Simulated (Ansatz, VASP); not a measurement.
## Two plane-wave programs on Co

```xyz
4
Lattice="2.4706 0.0000 0.0000 -1.2353 2.1396 0.0000 0.0000 0.0000 8.0882" Properties=species:S:1:pos:R:3 pbc="T T T"
Co    1.2353    0.7132    6.0662
Co    0.0000    0.0000    4.0441
Co    0.0000    1.4264    2.0221
Co    0.0000    0.0000    0.0000
```

Alike in both runs: task single point; functional PBE; k mesh 10 × 10 × 3; occupations fermi-dirac, width 0.05 eV; collinear spin; fixed moment 6 μB.

|  | VASP | Ansatz |
| --- | --- | --- |
| version | VASP 6.6.1 | Ansatz 0.2.0 |
| potentials or method | VASP PAW PBE potentials, release 64 (Co_sv) | Ansatz PAW |
| plane-wave cutoff (eV) | 600 | 420 |
| valence electrons in the cell | 68 | 68 |

```csv
,VASP,Ansatz,Ansatz less VASP
pressure (GPa),-1.5,2.3,+3.76
"traceless stress, the component that is largest in VASP (GPa)",-2.73,-2.71,+0.022
net moment per atom (μB),1.50,1.50,0.000
size of the moment on the site where the two differ most (μB),1.56,1.56,+0.003
```

Site moments also hang on the region over which each program counts them. The functional is the same, so the differences come from potentials, cutoffs and numerics.
